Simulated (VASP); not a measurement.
Cu, 21 atoms in the cell. The cell holds a slab with vacuum, 21 atoms: a = 6.319 Å, b = 6.319 Å, c = 31.914 Å, α = 90.00°, β = 90.00°, γ = 120.00°. 

- Program: VASP 6.6.1
- Task: single point
- Functional: PBE
- Dispersion: D3(BJ)
- Potentials or basis: VASP PAW PBE potentials, release 64 (Cu)
- Cutoff: 520 eV
- k mesh: 6 × 6 × 1
- Occupations: methfessel-paxton, width 0.1 eV
- Spin: no spin polarisation
- Dipole correction: yes
- Further INCAR settings: LREAL = Auto; ALGO = Normal; EDIFF = 1e-06; NBANDS = 132

Potentials or basis: VASP PAW PBE potentials, release 64 (Cu).

Launch:

```bash
$ cat potpaw_PBE.64/Cu/POTCAR > POTCAR
$ mpirun -np 1 vasp_std > vasp.out
```

Hardware: 1 thread of Intel Xeon 6975P-C (shared host).

Problem. How long does it take, and how much memory?

Solution. Wall time 66 min on 1 thread of Intel Xeon 6975P-C, with other jobs on the host, peak memory 1.4 GiB. Counts: scf iterations 34, k points 8.
